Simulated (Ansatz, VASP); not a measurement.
# Sr in VASP and in Ansatz

```xyz
1
Lattice="-2.4350 2.4350 2.4350 2.4350 -2.4350 2.4350 2.4350 2.4350 -2.4350" Properties=species:S:1:pos:R:3 pbc="T T T"
Sr    0.0000    0.0000    0.0000
```

Alike in both runs: task single point; functional LDA; k mesh 8 × 8 × 8; occupations gaussian, width 0.1 eV; no spin polarisation.

|  | VASP | Ansatz |
| --- | --- | --- |
| version | VASP 6.6.1 | Ansatz 0.2.0 |
| potentials or method | VASP PAW LDA potentials, release 64 (Sr_sv), cutoff 520 eV | all-electron LAPW, scalar-relativistic |

|  | VASP | Ansatz | Ansatz less VASP |
| --- | --- | --- | --- |
| gap on the k mesh at the Fermi level (eV) | none | none | - |
| pressure (GPa) | -1.9 | -1.9 | 0.00 |

LDA's correlation is that of Perdew and Zunger in VASP and of Perdew and Wang (1992) in Ansatz. A gap of «none» marks a metal or a gap that the smearing closes. Ansatz ran all-electron here, and VASP with PAW potentials.
